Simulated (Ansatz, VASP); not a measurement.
# Mo: VASP beside Ansatz

```
CELL_PARAMETERS angstrom
-1.59921 1.59921 1.59921
1.59921 -1.59921 1.59921
1.59921 1.59921 -1.59921
ATOMIC_POSITIONS crystal
Mo 0.00000 0.00000 0.00000
```

Alike in both runs: task single point; functional r2SCAN; k mesh 15 × 15 × 15; occupations fermi-dirac, width 0.1 eV; no spin polarisation.

|  | VASP | Ansatz |
| --- | --- | --- |
| version | VASP 6.6.1 | Ansatz 0.2.0 |
| potentials or method | VASP PAW PBE potentials, release 64 (Mo_sv), cutoff 520 eV | plane waves, PAW |
| valence electrons in the cell | 14 | 14 |

|  | VASP | Ansatz | Ansatz less VASP |
| --- | --- | --- | --- |
| pressure (GPa) | -10.2 | -11.1 | -0.91 |

VASP's potentials were made for PBE, not for r2SCAN. Ansatz's warnings: stress scf threshold loose.
